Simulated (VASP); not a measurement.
The system is La3AlN4.

```
CELL_PARAMETERS angstrom
6.40503 0.00000 0.00000
0.00000 3.92225 0.00000
0.00000 0.00000 6.79353
ATOMIC_POSITIONS crystal
Al 0.00000 0.00000 0.66667
La 0.00000 0.50000 0.16667
La 0.50000 0.50000 0.83333
La 0.50000 0.00000 0.33333
N 0.62500 0.00000 0.66667
N 0.62500 0.50000 0.16667
N 0.12500 0.50000 0.83333
N 0.12500 0.00000 0.33333
```

```yaml
Program: VASP 6.6.1
Task: relaxation of cell and atoms
Functional: PBE
Potentials_or_basis: VASP PAW PBE potentials, release 64 (Al, La, N)
Cutoff: 600 eV
k_mesh: 4 × 6 × 4
Occupations: fermi-dirac, width 0.02 eV
Spin: no spin polarisation
```

At the start: pressure -5.0 GPa; volume 21.33 Å³/atom.

Where does the relaxation end?

Over 43 steps the energy falls by 267.3 meV/atom and the volume is 18.78 Å³/atom (-12.0 %); space group Pm (No. 6, to 0.1 Å) before and after.

The path:
| step | energy change (eV) | largest force (eV/Å) | pressure (GPa) | volume (Å³) |
| --- | --- | --- | --- | --- |
| 1 | 0.0000 | 2.3421 | -4.99 | 170.67 |
| 3 | -1.1567 | 2.3772 | 9.20 | 142.82 |
| 5 | -1.7043 | 1.5296 | 8.84 | 141.03 |
| 7 | -2.0454 | 0.2933 | -0.49 | 151.82 |
| 9 | -2.0564 | 0.2780 | -0.26 | 151.46 |
| 11 | -2.0752 | 0.6784 | 0.55 | 150.25 |
| 13 | -2.0976 | 0.3349 | 0.08 | 150.84 |
| 15 | -2.1185 | 0.1754 | 0.17 | 150.55 |
| 17 | -2.1233 | 0.1411 | 0.07 | 150.59 |
| 19 | -2.1279 | 0.0915 | -0.19 | 150.84 |
| 21 | -2.1306 | 0.1235 | 0.11 | 150.32 |
| 23 | -2.1332 | 0.1072 | -0.13 | 150.51 |
| 25 | -2.1353 | 0.0712 | 0.19 | 150.03 |
| 27 | -2.1365 | 0.0524 | -0.15 | 150.49 |
| 29 | -2.1373 | 0.0501 | 0.09 | 150.17 |
| 31 | -2.1379 | 0.0365 | -0.09 | 150.33 |
| 33 | -2.1382 | 0.0286 | 0.09 | 150.10 |
| 35 | -2.1383 | 0.0188 | -0.04 | 150.24 |
| 37 | -2.1383 | 0.0183 | -0.02 | 150.24 |
| 39 | -2.1384 | 0.0102 | 0.01 | 150.19 |
| 41 | -2.1384 | 0.0113 | 0.00 | 150.22 |
| 43 | -2.1384 | 0.0044 | -0.02 | 150.24 |

Final structure:
```yaml
crystal:
  lattice:
    - [5.78366, 0.00000, 0.06145]
    - [0.00000, 3.78411, 0.00000]
    - [0.07533, 0.00000, 6.86549]
  atoms:
    - { symbol: Al, position: [0.00269, 0.00000, 0.64803] }
    - { symbol: La, position: [0.01097, 0.50000, 0.16069] }
    - { symbol: La, position: [0.52895, 0.50000, 0.82968] }
    - { symbol: La, position: [0.51002, 0.00000, 0.36611] }
    - { symbol: N, position: [0.67757, 0.00000, 0.67539] }
    - { symbol: N, position: [0.59448, 0.50000, 0.17436] }
    - { symbol: N, position: [0.09964, 0.50000, 0.77892] }
    - { symbol: N, position: [0.07567, 0.00000, 0.36683] }
```
